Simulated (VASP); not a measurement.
# Te2Mo: single point with LDA

System: Te2Mo, a slab with vacuum.

```
Te Mo
1.0
     3.84505    0.00000    0.00000
    -1.92253    3.32991    0.00000
     0.00000    0.00000   16.12213
Te Mo
2 1
Direct
  0.33333 0.66667 0.89786
  0.33333 0.66667 0.10214
  0.00000 0.00000 0.00000
```

This cell differs from its parent crystal: strain +0.080 along x and y, -0.080 along z.

- Program: VASP 6.6.1
- Task: single point
- Functional: LDA
- Potentials or basis: VASP PAW LDA potentials, release 64 (Te, Mo_sv)
- Cutoff: 520 eV
- k mesh: 12 × 12 × 2
- Occupations: gaussian, width 0.05 eV
- Spin: no spin polarisation
- Dipole correction: no
- Further INCAR settings: ALGO = Normal; EDIFF = 1e-06; NBANDS = 20

| Property | Result |
| --- | --- |
| Largest force | 0.370 eV/Å |
| Band gap on the k mesh | zero (bands 13 and 14 overlap by 0.01 eV) |

Forces in eV/Å, atoms in the order of the input:
```
Te   0.000  0.000 -0.370
Te   0.000  0.000  0.370
Mo   0.000  0.000  0.000
```

Levels at points of the mesh, in eV from the Fermi level:
| k point | band 9 | band 10 | band 11 | band 12 | band 13 | band 14 | band 15 | band 16 | band 17 | band 18 |
| --- | --- | --- | --- | --- | --- | --- | --- | --- | --- | --- |
| (0.00, 0.00, 0.00) | -2.58 | -1.59 | -1.59 | -0.85 | 0.01 | 2.17 | 2.17 | 2.53 | 2.53 | 3.98 |
| (0.50, 0.00, 0.00) | -3.46 | -2.72 | -1.41 | -1.09 | -0.79 | 0.54 | 0.69 | 2.84 | 3.22 | 3.84 |
| (0.00, 0.00, 0.50) | -2.58 | -1.59 | -1.59 | -0.85 | 0.01 | 2.17 | 2.17 | 2.53 | 2.53 | 4.01 |
| (0.50, 0.00, 0.50) | -3.46 | -2.72 | -1.41 | -1.09 | -0.79 | 0.54 | 0.69 | 2.84 | 3.22 | 3.84 |

Wall time 7.3 min on 1 thread of Intel Xeon 8259CL, on a shared host, peak memory 0.35 GiB.

Caveat: the cell differs from its parent crystal (strain +0.080 along x and y, -0.080 along z); spin-orbit coupling is left out, which moves the levels of the heavy elements.
